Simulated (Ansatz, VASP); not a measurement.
**SrAl2Re2 in VASP and in Ansatz**

```
CELL_PARAMETERS angstrom
2.08810 3.61669 0.00000
-2.08810 3.61669 0.00000
0.00000 0.00000 6.81583
ATOMIC_POSITIONS crystal
Re 0.33333 0.33333 0.39339
Re 0.66667 0.66667 0.60661
Al 0.33333 0.33333 0.75004
Al 0.66667 0.66667 0.24996
Sr 0.00000 0.00000 0.00000
```

Alike in both runs: functional r2SCAN; k mesh 8 × 8 × 5; occupations fermi-dirac, width 0.0377 eV; no spin polarisation.

Ansatz relaxed the structure, and its values are those at the end. VASP's run is a single point on that final structure, the one shown.

|  | VASP | Ansatz |
| --- | --- | --- |
| version | VASP 6.6.1 | Ansatz 0.2.0 |
| potentials or method | VASP PAW PBE potentials, release 64 (Re, Al, Sr_sv), cutoff 520 eV | PAW plane waves |
| valence electrons in the cell | 30 | 46 |

|  | VASP | Ansatz | Ansatz less VASP |
| --- | --- | --- | --- |
| pressure (GPa) | 4.0 | 4.0 | +0.02 |
| rms of the force components (eV/Å) | 0.017 | 0.008 | -0.0084 |

VASP's potentials were made for PBE, not for r2SCAN. The functional is the same, so the differences come from potentials, cutoffs and numerics. VASP's potentials hold 30 valence electrons a cell and Ansatz's 46, so a difference there can come from the potentials and not from the codes. Ansatz's warnings: stress scf threshold loose, structure snapped to symmetry.

Spin-orbit coupling is off throughout.
